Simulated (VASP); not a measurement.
Write the native input for VASP 6.6.1 that does the following.

```
Task                   : single point
Functional             : r2SCAN
Potentials or basis    : VASP PAW PBE potentials, release 64 (Sn_d, Te)
Cutoff                 : 520 eV
k mesh                 : 6 × 6 × 4
Occupations            : gaussian, width 0.01 eV
Spin                   : no spin polarisation
Dipole correction      : no
Further INCAR settings : ALGO = Normal; EDIFF = 1e-06; NBANDS = 28
```

SnTe:

```
CELL_PARAMETERS angstrom
5.27791 0.00000 0.00000
-2.63896 4.57081 0.00000
0.00000 0.00000 6.29279
ATOMIC_POSITIONS crystal
Sn 0.33333 0.66667 0.25000
Sn 0.66667 0.33333 0.75000
Te 0.66667 0.33333 0.25000
Te 0.33333 0.66667 0.75000
```

The input as run:

POSCAR

```
SnTe
1.0
    5.2779130355      0.0000000000      0.0000000000
   -2.6389565177      4.5708067678      0.0000000000
    0.0000000000      0.0000000000      6.2927933985
Sn Te
2 2
Direct
    0.3333333333      0.6666666667      0.2500000000
    0.6666666667      0.3333333333      0.7500000000
    0.6666666667      0.3333333333      0.2500000000
    0.3333333333      0.6666666667      0.7500000000
```

INCAR.step1

```
PREC = Accurate ; ENCUT = 520
ISMEAR = 0 ; SIGMA = 0.01
LREAL = F ; LASPH = T
NELM = 100 ; NBANDS = 28
GGA = PE ; ALGO = Normal
EDIFF = 1E-4 ; LWAVE = T
LCHARG = F
```

INCAR.step2

```
PREC = Accurate ; ENCUT = 520
EDIFF = 1E-6 ; ISMEAR = 0
SIGMA = 0.01 ; LREAL = F
LASPH = T ; NELM = 100
ALGO = Normal ; ISIF = 2
LWAVE = F ; LCHARG = T
METAGGA = R2SCAN ; LMIXTAU = T
LELF = T ; LVHAR = T
NBANDS = 28 ; ISTART = 1
```

KPOINTS

```
Automatic mesh
0
Gamma
  6 6 4
```

Potentials or basis: VASP PAW PBE potentials, release 64 (Sn_d, Te).

The run is started by

```bash
$ cat potpaw_PBE.64/Sn_d/POTCAR potpaw_PBE.64/Te/POTCAR > POTCAR
$ cp INCAR.step1 INCAR
$ mpirun -np 1 vasp_std > vasp.out
$ cp INCAR.step2 INCAR
$ mpirun -np 1 vasp_std > vasp.out
```

Results of the run:

```json
{"Pressure": "2.3 GPa", "Band gap on the k mesh": "0.25 eV (least direct gap 0.36 eV)"}
```

Caveat: the PAW data sets were made with another functional, which shifts forces and pressure a little; spin-orbit coupling is left out, which moves the levels of the heavy elements.

It took 2.1 min on 1 thread of Intel(R) Xeon(R) 6975P-C (Granite Rapids) (shared host), peak memory 0.32 GiB.
